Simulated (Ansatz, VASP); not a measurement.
## One calculation of SnGe2, two programs

Contents of INCAR:

```
SYSTEM = SnGe2
PREC = Accurate
ENCUT = 520
EDIFF = 1E-6
ISMEAR = -1
SIGMA = 0.02
LREAL = .FALSE.
LASPH = .TRUE.
NELM = 60
ALGO = Normal
ISIF = 2
LWAVE = .FALSE.
LCHARG = .FALSE.
GGA = PE
NBANDS = 51
```

KPOINTS

```
regular mesh
0
G
  6 6 2
  0 0 0
```

Contents of POSCAR:

```
SnGe2
1.0
    4.3407831926      0.0000000000      0.0000000000
   -2.1703915963      3.7592285171      0.0000000000
    0.0000000000      0.0000000000     10.6412561315
Ge Sn
4 2
Direct
    0.0000000000      0.0000000000      0.8820545252
    0.6666666667      0.3333333333      0.5350820870
    0.3333333333      0.6666666667      0.4649179130
    0.0000000000      0.0000000000      0.1179454748
    0.3333333333      0.6666666667      0.2086912127
    0.6666666667      0.3333333333      0.7913087873
```

Input for Ansatz:

```yaml
crystal:
  lattice:
    - [4.3407831926, 0.0, 0.0]
    - [-2.1703915963, 3.7592285171, 0.0]
    - [0.0, 0.0, 10.6412561315]
  atoms:
    - { symbol: Ge, position: [0.0, 0.0, 0.8820545252] }
    - { symbol: Ge, position: [0.6666666667, 0.3333333333, 0.535082087] }
    - { symbol: Sn, position: [0.3333333333, 0.6666666667, 0.2086912127] }
    - { symbol: Sn, position: [0.6666666667, 0.3333333333, 0.7913087873] }
    - { symbol: Ge, position: [0.3333333333, 0.6666666667, 0.464917913] }
    - { symbol: Ge, position: [0.0, 0.0, 0.1179454748] }
kpoints:
  mp_grid: { grid: [6, 6, 2] }
hamiltonian:
  xc: pbe
scf:
  occupations: { method: fermi_dirac, width: 0.02 }
  n_extra_bands: 5
output:
  forces: true
  stress: true
  eigenvalues: true
```

Alike in both runs: task single point; functional PBE; k mesh 6 × 6 × 2; occupations fermi-dirac, width 0.02 eV; no spin polarisation.

```csv
,VASP,Ansatz
version,VASP 6.6.1,Ansatz 0.2.0
potentials or method,"VASP PAW PBE potentials, release 64 (Ge_d, Sn_d)","plane waves, PAW"
plane-wave cutoff (eV),520,420
valence electrons in the cell,84,84
```

Ansatz gave:

```
pressure (GPa)                     : -1.3
rms of the force components (eV/Å) : 0.012
```

Question: Which values does VASP return?

Answer: Pressure (GPa): -1.4; rms of the force components (eV/Å): 0.012.

With one functional, cell and mesh, what is left measures potentials, basis and numerics.
